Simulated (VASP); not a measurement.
The system is InPd.

```
In Pd
1.0
     3.20509    0.00000    0.00000
     0.00000    3.20509    0.00000
     0.00000    0.00000    3.20509
In Pd
1 1
Direct
  0.00000 0.00000 0.00000
  0.50000 0.50000 0.50000
```

Base run:

* Program: VASP 6.6.1
* Functional: PBE
* Potentials or basis: VASP PAW PBE potentials, release 64 (In_d, Pd)
* Cutoff: 520 eV
* k mesh: 8 × 8 × 8
* Occupations: fermi-dirac, width 0.05 eV
* Spin: no spin polarisation

Its results: pressure 13.5 GPa.

After a change of settings the same cell gave: pressure 6.2 GPa. Which change was it?
A. functional from PBE to r2SCAN
B. functional from PBE to r2SCAN; further incar settings from ALGO = Normal; EDIFF = 1e-06; NBANDS = 18 to ALGO = Normal; EDIFF = 1e-07; NBANDS = 18
C. functional from PBE to LDA; potentials or basis from VASP PAW PBE potentials, release 64 (In_d, Pd) to VASP PAW LDA potentials, release 64 (In_d, Pd)
D. functional from PBE to PBEsol

D.

PBEsol binds more tightly than PBE, so the same cell stands under less pressure.

Caveats: the PAW data sets were made with another functional, which shifts forces and pressure a little (some runs).
